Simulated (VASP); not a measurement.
# Si (Imma) in VASP: notebook

The runs below take Si through single point, relaxation of the atoms, with PBEsol.

Everything below comes from runs of VASP 6.6.1. Logs are shortened: lines on timing, memory, paths and dates and some standing lists are left out, and cuts for length are marked.

**1. The cell of the first run**

Symmetry: Imma, No. 74, orthorhombic system. The conventional cell has a = 3.804 Å, b = 3.865 Å, c = 5.379 Å, α = 90.00°, β = 90.00°, γ = 90.00°. Si (site symmetry mm2) has 4 Si at 2.34 to 2.35 Å within 3.1 Å.

**2. Single point, PBEsol (strained cell)**

The input, INCAR:

```
SYSTEM = Si
PREC = Accurate
ENCUT = 500
EDIFF = 1E-6
ISMEAR = 0
SIGMA = 0.02
LREAL = .FALSE.
LASPH = .TRUE.
NELM = 120
ALGO = Normal
ISIF = 2
LWAVE = .FALSE.
LCHARG = .FALSE.
GGA = PS
NBANDS = 11
GGA_COMPAT = .FALSE.
```

The input, KPOINTS:

```
regular mesh
0
G
  10 10 10
  0 0 0
```

The input, POSCAR:

```
Si
1.0
    0.0217338523      2.7112980706      2.6895642183
    2.7112980706      0.0217338523      2.6895642183
    2.7330319229      2.7330319229      0.0000000000
Si
2
Direct
    0.0011448770      0.0011448770     -0.0011448770
    0.2488551230      0.2488551230      0.2511448770
```

Potentials or basis: VASP PAW PBE potentials, release 64 (Si).

Launch:

```console
cat potpaw_PBE.64/Si/POTCAR > POTCAR
mpirun -np 1 vasp_std > vasp.out
```

OUTCAR:

```text
SYSTEM = Si
   PREC = Accurate
   ENCUT = 500
   EDIFF = 1E-6
   ISMEAR = 0
   LREAL = .FALSE.
   LASPH = .TRUE.
   NELM = 120
   ISIF = 2
   GGA = PS

 ion  position               nearest neighbor table
   1  0.001  0.001  0.999-   2 2.34   2 2.34   2 2.35   2 2.35
   2  0.249  0.249  0.251-   1 2.34   1 2.34   1 2.35   1 2.35

  LATTYP: Found a body centered orthorhombic cell.
 ALAT       =     3.8036181944
 B/A-ratio  =     1.0161616162
 C/A-ratio  =     1.4142135624

  Lattice vectors:

 A1 = (   2.7112980706,   0.0217338523,  -2.6895642183)
 A2 = (  -2.7112980706,  -0.0217338523,  -2.6895642183)
 A3 = (   0.0217338523,   2.7112980706,   2.6895642183)

Analysis of symmetry for initial positions (statically):
=====================================================================
 Subroutine PRICEL returns:
 Original cell was already a primitive cell.

 Routine SETGRP: Setting up the symmetry group for a
 body centered orthorhombic supercell.

 Subroutine GETGRP returns: Found  8 space group operations
 (whereof  4 operations were pure point group operations)
 out of a pool of  8 trial point group operations.

The static configuration has the point symmetry C_2v.
 The point group associated with its full space group is D_2h.

Analysis of symmetry for dynamics (positions and initial velocities):
=====================================================================
 Subroutine PRICEL returns:
 Original cell was already a primitive cell.

 Routine SETGRP: Setting up the symmetry group for a
 body centered orthorhombic supercell.

 Subroutine GETGRP returns: Found  8 space group operations
 (whereof  4 operations were pure point group operations)
 out of a pool of  8 trial point group operations.

The dynamic configuration has the point symmetry C_2v.
 The point group associated with its full space group is D_2h.

 Subroutine INISYM returns: Found  8 space group operations
 (whereof  4 operations are pure point group operations),
 and found     1 'primitive' translations

----------------------------------------------------------------------------------------

                                     Primitive cell

  volume of cell :      39.5402

  direct lattice vectors                    reciprocal lattice vectors
     0.021733852  2.711298071  2.689564218    -0.185903722  0.185903722  0.185903722
     2.711298071  0.021733852  2.689564218     0.185903722 -0.185903722  0.185903722
     2.733031923  2.733031923  0.000000000     0.182947003  0.182947003 -0.185903722

  length of vectors
     3.819079113  3.819079113  3.865090812     0.321994693  0.321994693  0.318589714

  position of ions in fractional coordinates (direct lattice)
     0.001144877  0.001144877  0.998855123
     0.248855123  0.248855123  0.251144877

  ion indices of the primitive-cell ions
   primitive index   ion index
                 1           1
                 2           2

----------------------------------------------------------------------------------------

 KPOINTS: regular mesh

Automatic generation of k-mesh.
 Grid dimensions read from file:
 generate k-points for:   10   10   10

 Generating k-lattice:

  Cartesian coordinates                     Fractional coordinates (reciprocal lattice)
    -0.018590372  0.018590372  0.018590372     0.100000000  0.000000000  0.000000000
     0.018590372 -0.018590372  0.018590372     0.000000000  0.100000000  0.000000000
     0.018294700  0.018294700 -0.018590372    -0.000000000 -0.000000000  0.100000000

  Length of vectors
     0.032199469  0.032199469  0.031858971

  Shift w.r.t. Gamma in fractional coordinates (k-lattice)
     0.000000000  0.000000000  0.000000000

 Subroutine IBZKPT returns following result:
 ===========================================

 Found    171 irreducible k-points:

 Following reciprocal coordinates:
            Coordinates               Weight
  0.000000  0.000000  0.000000      1.000000
  0.100000  0.000000  0.000000      4.000000
  0.200000  0.000000  0.000000      4.000000
  0.300000  0.000000  0.000000      4.000000
  0.400000  0.000000  0.000000      4.000000
  0.500000  0.000000  0.000000      2.000000
[... 16 lines left out ...]
  0.300000  0.300000  0.000000      2.000000
  0.400000  0.300000  0.000000      4.000000
 [... further k-points ...]
   k-points           NKPTS =    171   k-points in BZ     NKDIM =    171   number of bands    NBANDS=     11
   number of dos      NEDOS =    301   number of ions     NIONS =      2
   total plane-waves  NPLWV =  21952
   dimension x,y,z NGX =    28 NGY =   28 NGZ =   28
   dimension x,y,z NGXF=    56 NGYF=   56 NGZF=   56
   ions per type =               2
   NGX,Y,Z   is equivalent  to a cutoff of  12.19, 12.19, 12.04 a.u.
   NGXF,Y,Z  is equivalent  to a cutoff of  24.38, 24.38, 24.09 a.u.
 SYSTEM =  Si
   PREC   = accura    normal or accurate (medium, high low for compatibility)
   ISTART =      0    job   : 0-new  1-cont  2-samecut
   ICHARG =      2    charge: 1-file 2-atom 10-const
   ISPIN  =      1    spin polarized calculation?
   LNONCOLLINEAR =      F non collinear calculations
   LSORBIT =      F    spin-orbit coupling
   LASPH  =      T    aspherical Exc in radial PAW
   ENCUT  =  500.0 eV  36.75 Ry    6.06 a.u.   6.96  6.96  7.05*2*pi/ulx,y,z
   NELM   =    120;   NELMIN=  2; NELMDL= -5     # of ELM steps
   EDIFF  = 0.1E-05   stopping-criterion for ELM
   LREAL  =      F    real-space projection
   EDIFFG = 0.1E-04   stopping-criterion for IOM
   NSW    =      0    number of steps for IOM
   IBRION =     -1    ionic relax: 0-MD 1-quasi-New 2-CG
   NFREE  =      0    steps in history (QN), initial steepest desc. (CG)
   ISIF   =      2    stress and relaxation
   ISYM   =      2    0-nonsym 1-usesym 2-fastsym
   POTIM  = 0.5000    time-step for ionic-motion
   TEBEG  =    0.0;   TEEND  =   0.0 temperature during run
   PSTRESS=    0.0 pullay stress
   NELECT =       8.0000    total number of electrons
   NUPDOWN=      -1.0000    fix difference up-down
   EMIN   =  10.00;   EMAX   =-10.00  energy-range for DOS
   EFERMI =   0.00;   METHOD = LEGACY
   ISMEAR =     0;   SIGMA  =   0.02  broadening in eV -4-tet -1-fermi 0-gaus
   EFERMI_NEDOS =   21; number of points for ismear=-14 and -15
   IALGO  =     38    algorithm
   IMIX   =      4    mixing-type and parameters
     AMIX     =   0.40;   BMIX     =  1.00
     AMIX_MAG =   1.60;   BMIX_MAG =  1.00
  volume/ion in A,a.u.               =      19.77       133.42
  Fermi-wavevector in a.u.,A,eV,Ry     =   0.961078  1.816174 12.567307  0.923671
  Thomas-Fermi vector in A             =   2.090418
   LORBIT       =      0    0 simple, 1 ext, 2 COOP (PROOUT), +10 PAW based schemes
   GGA     = PS    functional components
   LHFCALC =     F    Hartree Fock is set to
   AEXX    =    0.0000 exact exchange contribution
   IVDW    =     0    specifies the selected vdW correction
   LEPSILON=     F    determine dielectric tensor
   LRPA    =     F    only Hartree local field effects (RPA)
 non-spin polarized calculation
 Gauss-broadening in eV      SIGMA  =   0.02
  energy-cutoff  :      500.00
  volume of cell :       39.54
 maximum number of plane-waves:      1015
   NGX = 13   NGY = 13   NGZ = 15

 number of electron       8.0000001 magnetization

 Free energy of the ion-electron system (eV)
  ---------------------------------------------------
  ext. energy  EPLUGINS =         0.00000000
  ---------------------------------------------------
  free energy    TOTEN  =       -11.48698753 eV

  energy without entropy =      -11.48698753  energy(sigma->0) =      -11.48698753

 E-fermi :   6.1407     XC(G=0):  -9.6023

 val. band max:        5.9794522421   @ k =   0.0000   0.0000   0.0000
 cond. band min:       6.2980413289   @ k =   0.4000   0.4000   0.0000
 fundamental gap:      0.3185890868
 Fermi energy:         6.1406576203

 k-point     1 :       0.0000    0.0000    0.0000
  band No.  band energies     occupation
      1      -6.1592      2.00000
      2       5.8235      2.00000
      3       5.9542      2.00000
      4       5.9795      2.00000
      5       8.3623      0.00000
      6       8.3959      0.00000
      7       8.5414      0.00000
      8       9.4134      0.00000
      9      13.5429      0.00000
     10      13.6832      0.00000
     11      13.6870      0.00000

 k-point     2 :       0.1000    0.0000    0.0000
  band No.  band energies     occupation
      1      -6.0247      2.00000
      2       4.8254      2.00000
      3       5.6161      2.00000
      4       5.7522      2.00000
      5       8.4087      0.00000
      6       8.6668      0.00000
      7       8.7882      0.00000
      8      10.3493      0.00000
      9      13.1511      0.00000
     10      13.2985      0.00000
     11      14.2625      0.00000

 k-point     3 :       0.2000    0.0000    0.0000
  band No.  band energies     occupation
      1      -5.6271      2.00000
      2       2.9349      2.00000
      3       5.2233      2.00000
      4       5.3557      2.00000
      5       8.0443      0.00000
      6       9.1825      0.00000
      7       9.2945      0.00000
      8      12.0624      0.00000
      9      12.8108      0.00000
     10      12.9627      0.00000
     11      14.8978      0.00000

 k-point     4 :       0.3000    0.0000    0.0000
  band No.  band energies     occupation
      1      -4.9923      2.00000
      2       1.1097      2.00000
      3       4.8816      2.00000
      4       5.0120      2.00000
      5       7.6695      0.00000
      6       9.3214      0.00000
      7       9.4462      0.00000
      8      13.3890      0.00000
      9      13.4306      0.00000
     10      13.6110      0.00000
     11      14.7052      0.00000

 k-point     5 :       0.4000    0.0000    0.0000
  band No.  band energies     occupation
      1      -4.2152      2.00000
      2      -0.4100      2.00000
      3       4.6665      2.00000
      4       4.7961      2.00000
      5       7.4227      0.00000
      6       9.1697      0.00000
      7       9.3057      0.00000
      8      13.5191      0.00000
      9      14.8370      0.00000
     10      14.9601      0.00000
     11      16.0491      0.00000
[... 211 lines left out ...]
 k-point    21 :      -0.3000    0.2000    0.0000
  band No.  band energies     occupation
      1      -4.0242      2.00000
      2       0.1789      2.00000
      3       2.4231      2.00000
      4       4.4650      2.00000
      5       8.1650      0.00000
      6      10.3495      0.00000
      7      10.4606      0.00000
      8      12.5219      0.00000
      9      12.5831      0.00000
     10      15.6345      0.00000
     11      17.8696      0.00000

 k-point    22 :      -0.2000    0.2000    0.0000
  band No.  band energies     occupation
      1      -4.7686      2.00000
      2       1.4509      2.00000
      3       2.8891      2.00000
      4       4.9567      2.00000
      5       8.6383      0.00000
      6       9.8250      0.00000
      7      10.1634      0.00000
      8      11.5436      0.00000
      9      11.8292      0.00000
     10      16.7352      0.00000
     11      16.9335      0.00000

 k-point    23 :       0.3000    0.3000    0.0000
  band No.  band energies     occupation
      1      -4.5729      2.00000
      2       1.5324      2.00000
      3       3.5051      2.00000
      4       3.7115      2.00000
      5       6.6097      0.00000
      6       8.2054      0.00000
      7      12.5727      0.00000
      8      12.6098      0.00000
      9      15.1768      0.00000
     10      15.3160      0.00000
     11      18.3561      0.00000

 k-point    24 :       0.4000    0.3000    0.0000
  band No.  band energies     occupation
      1      -3.9438      2.00000
      2       0.5190      2.00000
      3       3.0403      2.00000
      4       3.2950      2.00000
      5       6.7472      0.00000
      6       8.0959      0.00000
      7      12.9003      0.00000
      8      12.9728      0.00000
      9      16.3676      0.00000
     10      16.8092      0.00000
     11      18.0474      0.00000

 [... further k-points ...]

------------------------ aborting loop because EDIFF is reached ----------------------------------------

  FORCE on cell =-STRESS in cart. coord.  units (eV):
  Direction    XX          YY          ZZ          XY          YZ          ZX
  --------------------------------------------------------------------------------------
  -------------------------------------------------------------------------------------
  Total        0.3069128      0.3069128      0.4863508     -0.2942009      0.0000000      0.0000000
  in kB       12.4361825     12.4361825     19.7070520    -11.9210903      0.0000000      0.0000000
  external PRESSURE =      14.8598057 kB  Pullay stress =       0.0000000 kB

 VOLUME and BASIS-vectors are now :
 -----------------------------------------------------------------------------
  energy-cutoff  :      500.00
  volume of cell :       39.54
      direct lattice vectors                 reciprocal lattice vectors
     0.021733852  2.711298071  2.689564218    -0.185903722  0.185903722  0.185903722
     2.711298071  0.021733852  2.689564218     0.185903722 -0.185903722  0.185903722
     2.733031923  2.733031923  0.000000000     0.182947003  0.182947003 -0.185903722

 POSITION                                       TOTAL-FORCE (eV/Angst)
 -----------------------------------------------------------------------------------
      2.73303      2.73303      0.00616         0.000000      0.000000      0.000550
      1.36652      1.36652      1.33862        -0.000000     -0.000000     -0.000550
 -----------------------------------------------------------------------------------
    total drift:                                0.000000     -0.000000     -0.000000

  FREE ENERGIE OF THE ION-ELECTRON SYSTEM (eV)
  ---------------------------------------------------
  free  energy   TOTEN  =       -11.4869875316 eV

  energy  without entropy=      -11.4869875316  energy(sigma->0) =      -11.48698753
```

It took 78 s on 1 thread of Intel Xeon 8259CL, shared host; peak memory 0.19 GiB.

Results:

| Quantity | Value |
| --- | --- |
| Free energy | -11.4870 eV |
| Pressure | 1.5 GPa |
| Band gap on the k mesh | 0.32 eV (least direct gap 2.38 eV) |

Caveat: the cell differs from its parent crystal (strained cell); the PAW data sets were made with another functional, which shifts forces and pressure a little.

[end of part 1 of 3]
